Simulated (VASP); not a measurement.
Runs of VASP 6.6.1 on SnO2. The structure is that of space group R-3m (No. 166), or close to it. The cells are those of the table. 

| cell | gap on the mesh (eV) | pressure (GPa) | largest force (eV/Å) |
| --- | --- | --- | --- |
| a = 5.515 Å, angles 73.6°, 12 atoms | 0.93 | -8.2 | 0.18 |
| a = 5.595 Å, angles 67.5°, 12 atoms | 2.24 | 9.9 | 0.15 |
| a = 5.288 Å, angles 72.0°, 12 atoms | 2.46 | 28.1 | 1.52 |
| a = 5.364 Å, angles 70.9°, 12 atoms | 2.39 | (c) | 1.18 |
| a = 5.553 Å, angles 69.3°, 12 atoms | (b) | (a) | 0.12 |
| a = 5.551 Å, angles 71.8°, 12 atoms | 1.24 | -5.1 | 0.20 |

Alike in all rows: task single point; level LDA; potentials or basis VASP PAW LDA potentials, release 64 (Sn_d, O); no spin polarisation; k mesh 6 × 6 × 6; cutoff (eV) 520; smearing gaussian 0.05 eV.

**Question.** Estimate the missing entries.

**Answer.** (a) 5.4; (b) 1.93; (c) 22.7.

Caveats: spin-orbit coupling is left out, which moves the levels of the heavy elements; the cell stands under pressure (at least some runs); the cell stands under tension (at least some runs); forces of over 1 eV/Å act on the atoms, so gaps and moduli don't describe the material at rest (at least some runs).

A k mesh can miss the band edges, and the runs leave out spin-orbit coupling on Sn.
